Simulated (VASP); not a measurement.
A run of VASP 6.6.1:

Contents of INCAR:

```
SYSTEM = Lu2Sb3Pd
ALGO = Normal
EDIFF = 1E-7
ENCUT = 520
GGA = PS
ISIF = 2
ISMEAR = -1
LASPH = .TRUE.
LCHARG = .TRUE.
LELF = .TRUE.
LREAL = .FALSE.
LVHAR = .TRUE.
LWAVE = .FALSE.
NBANDS = 46
NELM = 80
PREC = Accurate
SIGMA = 0.1
```

Contents of KPOINTS:

```
k-points
0
G
  5 5 2
  0 0 0
```

Contents of POSCAR:

```
Lu2Sb3Pd
1.0
    3.9514360000      0.0000000000      0.0000000000
    0.0000000000      3.9514360000      0.0000000000
    0.0000000000      0.0000000000      8.6600890000
Sb Pd Lu
3 1 2
Direct
    0.5000000000      0.5000000000      0.0000000000
    0.0000000000      0.5000000000      0.3820000000
    0.5000000000      0.0000000000      0.6180000000
    0.0000000000      0.0000000000      0.0000000000
    0.0000000000      0.5000000000      0.7340000000
    0.5000000000      0.0000000000      0.2660000000
```

Potentials or basis: VASP PAW PBE potentials, release 64 (Sb, Pd, Lu).

Run with:

```console
$ cat potpaw_PBE.64/Sb/POTCAR potpaw_PBE.64/Pd/POTCAR potpaw_PBE.64/Lu/POTCAR > POTCAR
$ mpirun -np 1 vasp_std > vasp.out
```

Hardware: 1 thread of Intel(R) Xeon(R) Platinum 8488C (Sapphire Rapids), on a shared host.

Task: How long does it take, and how much memory?

Result: Run time: 73 s on 1 thread of Intel(R) Xeon(R) Platinum 8488C (Sapphire Rapids) (shared host), peak memory 0.27 GiB. Counts: scf iterations 16, k points 12.
